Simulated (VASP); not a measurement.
Input of a VASP 6.6.1 run:

The input INCAR:

```
SYSTEM = CuGePdRhAu
ALGO = Fast ; EDIFF = 1E-7
ENCUT = 520 ; GGA = PE
ISIF = 2 ; ISMEAR = 0
ISYM = 0 ; LASPH = .TRUE.
LCHARG = .FALSE. ; LREAL = Auto
LWAVE = .FALSE. ; NBANDS = 138
NELM = 80 ; PREC = Accurate
SIGMA = 0.1
```

Contents of KPOINTS:

```
Automatic mesh
0
Gamma
  2 2 2
  0.5 0.5 0.5
```

POSCAR

```
CuGePdRhAu
1.0
   -6.0379117290      3.7776176420      1.9436278402
    6.0749399669      3.8405830604     -1.9584739632
   -2.0818502703     -3.8072228185     -5.9793122496
Cu Ge Rh Pd Au
4 4 4 4 4
Direct
    0.1561121352      0.0473347353      0.6929624928
    0.0297252337     -0.0031476919      0.0102809496
    0.8816654095      0.9680783887      0.2968705896
    0.4525658038      0.1578779522      0.0995853996
    0.0447583828      0.3093760261      0.9275338284
    0.1625512683      0.7530469338      0.8105886005
    0.5411176986      0.5279234383      0.6586181084
    0.7065100103      0.1941076225      0.4325422029
    0.1266511582      0.3878099955      0.6400698174
    0.2519216353      0.7503130952      0.5102279272
    0.3377173277      0.1212792435      0.4243645497
    0.9083969699      0.3095021628      0.2136451643
    0.5873186480      0.8587325582      0.9041146016
    0.7289991184      0.9344150514      0.5928135687
    0.3407022438      0.4461478280      0.2948271449
    0.3879297851      0.7871772572      0.1719255014
    0.6108577462      0.2036628394      0.8099477772
    0.7988641440      0.6036003689      0.4228200580
    0.5035448241      0.4970337458      0.9999045875
    0.9630737167      0.6703563803      0.1125548496
```

Potentials or basis: VASP PAW PBE potentials, release 64 (Cu, Ge_d, Rh_pv, Pd, Au).

The run is started by

```console
$ cat potpaw_PBE.64/Cu/POTCAR potpaw_PBE.64/Ge_d/POTCAR potpaw_PBE.64/Rh_pv/POTCAR potpaw_PBE.64/Pd/POTCAR potpaw_PBE.64/Au/POTCAR > POTCAR
$ mpirun -np 1 vasp_std > vasp.out
```

Problem. What does it give for the pressure?

Solution. 0.2 GPa.

Problem. Estimate the largest force.

Solution. 0.035 eV/Å.

Forces in eV/Å, atoms in the order of the input:
```
Cu   0.001  0.001  0.004
Cu  -0.001 -0.018  0.005
Cu  -0.004 -0.007  0.002
Cu   0.001  0.017 -0.005
Ge   0.016  0.005 -0.019
Ge   0.005 -0.025  0.004
Ge  -0.014  0.008 -0.006
Ge   0.003  0.008 -0.015
Rh  -0.013  0.031 -0.001
Rh   0.003  0.010  0.025
Rh   0.004 -0.030  0.018
Rh   0.019  0.009  0.007
Pd   0.012 -0.001 -0.028
Pd  -0.006 -0.027  0.005
Pd   0.000  0.024  0.012
Pd  -0.014 -0.004  0.017
Au  -0.002 -0.001 -0.004
Au   0.008  0.001  0.000
Au  -0.001  0.002 -0.013
Au  -0.018 -0.002 -0.008
```

Caveat: the k points lie up to 0.54 Å⁻¹ apart.
